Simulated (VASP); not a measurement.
# ZnO in VASP: single point with PBEsol

Aim: the single point of ZnO with PBEsol.

Program: VASP 6.6.1. These are calculated values, not measurements. Logs are shortened: lines on timing, memory, paths and dates and some standing lists are left out, and cuts for length are marked.

**1. The cell of the first run**

The cell holds a slab with vacuum, 16 atoms: a = 3.230 Å, b = 5.214 Å, c = 24.324 Å, α = 90.00°, β = 90.00°, γ = 90.00°.

**2. Single point, PBEsol**

The input, INCAR:

```
PREC = Accurate
ENCUT = 520
EDIFF = 1E-7
ISMEAR = 0
SIGMA = 0.05
LREAL = Auto
LASPH = True
NELM = 100
ALGO = Normal
ISIF = 2
LWAVE = False
LCHARG = False
LDIPOL = True
IDIPOL = 3
DIPOL = 0.5 0.5 0.500
GGA = PS
NBANDS = 86
```

The input, KPOINTS:

```
regular mesh
0
Gamma
  8 5 1
```

The input, POSCAR:

```
ZnO
1.0
    3.2300235105      0.0000000000      0.0000000000
    0.0000000000      5.2142972728      0.0000000000
    0.0000000000      0.0000000000     24.3242747163
Zn O
8 8
Direct
    0.0000000000      0.9984156875      0.3083339622
    0.5000000000      0.4984156875      0.3466671697
    0.5000000000      0.9984156875      0.4233335849
    0.0000000000      0.4984156875      0.4616667924
    0.0000000000      0.9984156875      0.5383332076
    0.5000000000      0.4984156875      0.5766664151
    0.5000000000      0.9984156875      0.6533328303
    0.0000000000      0.4984156875      0.6916660378
    0.0000000000      0.6194843125      0.3083339622
    0.5000000000      0.1194843125      0.3466671697
    0.5000000000      0.6194843125      0.4233335849
    0.0000000000      0.1194843125      0.4616667924
    0.0000000000      0.6194843125      0.5383332076
    0.5000000000      0.1194843125      0.5766664151
    0.5000000000      0.6194843125      0.6533328303
    0.0000000000      0.1194843125      0.6916660378
```

Potentials or basis: VASP PAW PBE potentials, release 64 (Zn, O).

Command:

```console
$ cat potpaw_PBE.64/Zn/POTCAR potpaw_PBE.64/O/POTCAR > POTCAR
$ mpirun -np 1 vasp_std > vasp.out
```

OUTCAR:

```text
PREC = Accurate
   ENCUT = 520
   EDIFF = 1E-7
   ISMEAR = 0
   LREAL = Auto
   LASPH = True
   NELM = 100
   ISIF = 2
   GGA = PS

 ion  position               nearest neighbor table
   1  0.000  0.998  0.308-  10 1.97  10 1.97   9 1.98
   2  0.500  0.498  0.347-   9 1.97   9 1.97  11 1.97  10 1.98
   3  0.500  0.998  0.423-  12 1.97  12 1.97  10 1.97  11 1.98
   4  0.000  0.498  0.462-  11 1.97  11 1.97  13 1.97  12 1.98
   5  0.000  0.998  0.538-  14 1.97  14 1.97  12 1.97  13 1.98
   6  0.500  0.498  0.577-  13 1.97  13 1.97  15 1.97  14 1.98
   7  0.500  0.998  0.653-  16 1.97  16 1.97  14 1.97  15 1.98
   8  0.000  0.498  0.692-  15 1.97  15 1.97  16 1.98
   9  0.000  0.619  0.308-   2 1.97   2 1.97   1 1.98
  10  0.500  0.119  0.347-   1 1.97   1 1.97   3 1.97   2 1.98
  11  0.500  0.619  0.423-   4 1.97   4 1.97   2 1.97   3 1.98
  12  0.000  0.119  0.462-   3 1.97   3 1.97   5 1.97   4 1.98
  13  0.000  0.619  0.538-   6 1.97   6 1.97   4 1.97   5 1.98
  14  0.500  0.119  0.577-   5 1.97   5 1.97   7 1.97   6 1.98
  15  0.500  0.619  0.653-   8 1.97   8 1.97   6 1.97   7 1.98
  16  0.000  0.119  0.692-   7 1.97   7 1.97   8 1.98

  LATTYP: Found a simple orthorhombic cell.
 ALAT       =     3.2300235105
 B/A-ratio  =     1.6143217707
 C/A-ratio  =     7.5306803920

  Lattice vectors:

 A1 = (   3.2300235105,   0.0000000000,   0.0000000000)
 A2 = (   0.0000000000,   5.2142972728,   0.0000000000)
 A3 = (   0.0000000000,   0.0000000000,  24.3242747163)

Analysis of symmetry for initial positions (statically):
=====================================================================
 Subroutine PRICEL returns:
 Original cell was already a primitive cell.

 Routine SETGRP: Setting up the symmetry group for a
 simple orthorhombic supercell.

 Subroutine GETGRP returns: Found  4 space group operations
 (whereof  2 operations were pure point group operations)
 out of a pool of  8 trial point group operations.

The static configuration has the point symmetry C_1h.
 The point group associated with its full space group is C_2v.

Analysis of symmetry for dynamics (positions and initial velocities):
=====================================================================
 Subroutine PRICEL returns:
 Original cell was already a primitive cell.

 Routine SETGRP: Setting up the symmetry group for a
 simple orthorhombic supercell.

 Subroutine GETGRP returns: Found  4 space group operations
 (whereof  2 operations were pure point group operations)
 out of a pool of  8 trial point group operations.

The dynamic configuration has the point symmetry C_1h.
 The point group associated with its full space group is C_2v.

 Subroutine INISYM returns: Found  4 space group operations
 (whereof  2 operations are pure point group operations),
 and found     1 'primitive' translations

----------------------------------------------------------------------------------------

                                     Primitive cell

  volume of cell :     409.6768

  direct lattice vectors                    reciprocal lattice vectors
     3.230023511  0.000000000  0.000000000     0.309595270  0.000000000  0.000000000
     0.000000000  5.214297273  0.000000000     0.000000000  0.191780397  0.000000000
     0.000000000  0.000000000 24.324274716     0.000000000  0.000000000  0.041111195

  length of vectors
     3.230023511  5.214297273 24.324274716     0.309595270  0.191780397  0.041111195

  position of ions in fractional coordinates (direct lattice)
     0.000000000  0.998415687  0.308333962
     0.500000000  0.498415687  0.346667170
     0.500000000  0.998415687  0.423333585
     0.000000000  0.498415687  0.461666792
     0.000000000  0.998415687  0.538333208
     0.500000000  0.498415687  0.576666415
[... 8 lines left out ...]
     0.500000000  0.619484312  0.653332830
     0.000000000  0.119484312  0.691666038

  ion indices of the primitive-cell ions
   primitive index   ion index
                 1           1
                 2           2
                 3           3
                 4           4
                 5           5
                 6           6
[... 8 lines left out ...]
                15          15
                16          16

----------------------------------------------------------------------------------------

 KPOINTS: regular mesh

Automatic generation of k-mesh.
 Grid dimensions read from file:
 generate k-points for:    8    5    1

 Generating k-lattice:

  Cartesian coordinates                     Fractional coordinates (reciprocal lattice)
     0.038699409  0.000000000  0.000000000     0.125000000  0.000000000  0.000000000
     0.000000000  0.038356079  0.000000000     0.000000000  0.200000000  0.000000000
     0.000000000  0.000000000  0.041111195     0.000000000  0.000000000  1.000000000

  Length of vectors
     0.038699409  0.038356079  0.041111195

  Shift w.r.t. Gamma in fractional coordinates (k-lattice)
     0.000000000  0.000000000  0.000000000

 Subroutine IBZKPT returns following result:
 ===========================================

 Found     15 irreducible k-points:

 Following reciprocal coordinates:
            Coordinates               Weight
  0.000000  0.000000  0.000000      1.000000
  0.125000  0.000000  0.000000      2.000000
  0.250000  0.000000  0.000000      2.000000
  0.375000  0.000000  0.000000      2.000000
  0.500000  0.000000  0.000000      1.000000
  0.000000  0.200000  0.000000      2.000000
  0.125000  0.200000  0.000000      4.000000
  0.250000  0.200000  0.000000      4.000000
  0.375000  0.200000  0.000000      4.000000
  0.500000  0.200000  0.000000      2.000000
  0.000000  0.400000  0.000000      2.000000
  0.125000  0.400000  0.000000      4.000000
  0.250000  0.400000  0.000000      4.000000
  0.375000  0.400000  0.000000      4.000000
  0.500000  0.400000  0.000000      2.000000
   k-points           NKPTS =     15   k-points in BZ     NKDIM =     15   number of bands    NBANDS=     86
   number of dos      NEDOS =    301   number of ions     NIONS =     16
   total plane-waves  NPLWV = 184320
   dimension x,y,z NGX =    24 NGY =   40 NGZ =  192
   dimension x,y,z NGXF=    48 NGYF=   80 NGZF=  384
   ions per type =               8   8
   NGX,Y,Z   is equivalent  to a cutoff of  12.35, 12.75, 13.12 a.u.
   NGXF,Y,Z  is equivalent  to a cutoff of  24.71, 25.51, 26.24 a.u.
 SYSTEM =  unknown system
   PREC   = accura    normal or accurate (medium, high low for compatibility)
   ISTART =      0    job   : 0-new  1-cont  2-samecut
   ICHARG =      2    charge: 1-file 2-atom 10-const
   ISPIN  =      1    spin polarized calculation?
   LNONCOLLINEAR =      F non collinear calculations
   LSORBIT =      F    spin-orbit coupling
   LASPH  =      T    aspherical Exc in radial PAW
   ENCUT  =  520.0 eV  38.22 Ry    6.18 a.u.   6.01  9.70 45.23*2*pi/ulx,y,z
   NELM   =    100;   NELMIN=  2; NELMDL= -5     # of ELM steps
   EDIFF  = 0.1E-06   stopping-criterion for ELM
   LREAL  =      T    real-space projection
   EDIFFG = 0.1E-05   stopping-criterion for IOM
   NSW    =      0    number of steps for IOM
   IBRION =     -1    ionic relax: 0-MD 1-quasi-New 2-CG
   NFREE  =      0    steps in history (QN), initial steepest desc. (CG)
   ISIF   =      2    stress and relaxation
   ISYM   =      2    0-nonsym 1-usesym 2-fastsym
   POTIM  = 0.5000    time-step for ionic-motion
   TEBEG  =    0.0;   TEEND  =   0.0 temperature during run
   PSTRESS=    0.0 pullay stress
   NELECT =     144.0000    total number of electrons
   NUPDOWN=      -1.0000    fix difference up-down
   EMIN   =  10.00;   EMAX   =-10.00  energy-range for DOS
   EFERMI =   0.00;   METHOD = LEGACY
   ISMEAR =     0;   SIGMA  =   0.05  broadening in eV -4-tet -1-fermi 0-gaus
   EFERMI_NEDOS =   21; number of points for ismear=-14 and -15
   IALGO  =     38    algorithm
   IMIX   =      4    mixing-type and parameters
     AMIX     =   0.40;   BMIX     =  1.00
     AMIX_MAG =   1.60;   BMIX_MAG =  1.00
  volume/ion in A,a.u.               =      25.60       172.79
  Fermi-wavevector in a.u.,A,eV,Ry     =   1.155354  2.183303 18.161651  1.334844
  Thomas-Fermi vector in A             =   2.291984
   LORBIT       =      0    0 simple, 1 ext, 2 COOP (PROOUT), +10 PAW based schemes
   GGA     = PS    functional components
   LHFCALC =     F    Hartree Fock is set to
   AEXX    =    0.0000 exact exchange contribution
   IVDW    =     0    specifies the selected vdW correction
   LEPSILON=     F    determine dielectric tensor
   LRPA    =     F    only Hartree local field effects (RPA)
 non-spin polarized calculation
 Gauss-broadening in eV      SIGMA  =   0.05
  energy-cutoff  :      520.00
  volume of cell :      409.68
 maximum number of plane-waves:     11074
   NGX = 13   NGY = 19   NGZ = 91

 number of electron     144.0000016 magnetization

 dipolmoment           0.000000      0.000000      0.000000 electrons x Angstroem

 Free energy of the ion-electron system (eV)
  ---------------------------------------------------
  ext. energy  EPLUGINS =         0.00000000
  ---------------------------------------------------
  free energy    TOTEN  =       -74.80261035 eV

  energy without entropy =      -74.80261035  energy(sigma->0) =      -74.80261035

 E-fermi :  -1.9228     XC(G=0):  -5.7296

 val. band max:       -2.1324241340   @ k =   0.0000   0.0000   0.0000
 cond. band min:      -1.7021438107   @ k =   0.0000   0.0000   0.0000
 fundamental gap:      0.4302803233
 Fermi energy:        -1.9227615158

 k-point     1 :       0.0000    0.0000    0.0000
  band No.  band energies     occupation
      1     -20.5449      2.00000
      2     -20.4377      2.00000
      3     -20.2043      2.00000
      4     -19.9235      2.00000
      5     -19.7275      2.00000
      6     -19.6006      2.00000
[... 1294 lines left out ...]
     83       5.7274      0.00000
     84       5.7579      0.00000
 [bands above 84 left out]

------------------------ aborting loop because EDIFF is reached ----------------------------------------

 vacuum level on the upper side and lower side of the slab       (xc-potential included)        -0.091        -0.091

  FORCE on cell =-STRESS in cart. coord.  units (eV):
  Direction    XX          YY          ZZ          XY          YZ          ZX
  --------------------------------------------------------------------------------------
  -------------------------------------------------------------------------------------
  Total       -1.5207076     -4.8143619     -0.6777052      0.0000000      0.0000000      0.0000000
  in kB       -5.9472328    -18.8281628     -2.6503914      0.0000000      0.0000000      0.0000000
  external PRESSURE =      -9.1419290 kB  Pullay stress =       0.0000000 kB

 VOLUME and BASIS-vectors are now :
 -----------------------------------------------------------------------------
  energy-cutoff  :      520.00
  volume of cell :      409.68
      direct lattice vectors                 reciprocal lattice vectors
     3.230023511  0.000000000  0.000000000     0.309595270  0.000000000  0.000000000
     0.000000000  5.214297273  0.000000000     0.000000000  0.191780397  0.000000000
     0.000000000  0.000000000 24.324274716     0.000000000  0.000000000  0.041111195

 POSITION                                       TOTAL-FORCE (eV/Angst)
 -----------------------------------------------------------------------------------
      0.00000      5.20604      7.50000         0.000000     -1.400910      1.180202
      1.61501      2.59889      8.43243         0.000000      0.714410     -0.796756
      1.61501      5.20604     10.29728         0.000000     -0.223393      0.190321
      0.00000      2.59889     11.22971         0.000000      0.075008     -0.114450
      0.00000      5.20604     13.09456         0.000000      0.075008      0.114450
      1.61501      2.59889     14.02699         0.000000     -0.223393     -0.190321
[... 8 lines left out ...]
      1.61501      3.23018     15.89185         0.000000      0.084045      0.947694
      0.00000      0.62303     16.82427         0.000000      0.727286     -0.114020
 -----------------------------------------------------------------------------------
    total drift:                                0.000000      0.009126     -0.000143

  FREE ENERGIE OF THE ION-ELECTRON SYSTEM (eV)
  ---------------------------------------------------
  free  energy   TOTEN  =       -74.8026103502 eV

  energy  without entropy=      -74.8026103502  energy(sigma->0) =      -74.80261035

 vacuum level on the upper side and lower side of the slab         2.922         2.922
```

Run time: 35 min. Hardware: 1 thread of Intel Xeon Platinum 8488C (Sapphire Rapids), shared host; peak memory 0.62 GiB.

What came out:

```
Free energy            : -74.8026 eV
Largest force          : 1.832 eV/Å
Band gap on the k mesh : 0.43 eV
```

Forces in eV/Å, atoms in the order of the input:
```
Zn   0.000 -1.401  1.180
Zn   0.000  0.714 -0.797
Zn   0.000 -0.223  0.190
Zn   0.000  0.075 -0.114
Zn   0.000  0.075  0.114
Zn   0.000 -0.223 -0.190
Zn   0.000  0.714  0.797
Zn   0.000 -1.401 -1.180
O    0.000  0.727  0.114
O    0.000  0.084 -0.948
O    0.000  0.032  0.339
O    0.000 -0.009 -0.182
O    0.000 -0.009  0.182
O    0.000  0.032 -0.339
O    0.000  0.084  0.948
O    0.000  0.727 -0.114
```

Caveat: the PAW data sets were made with another functional, which shifts forces and pressure a little.
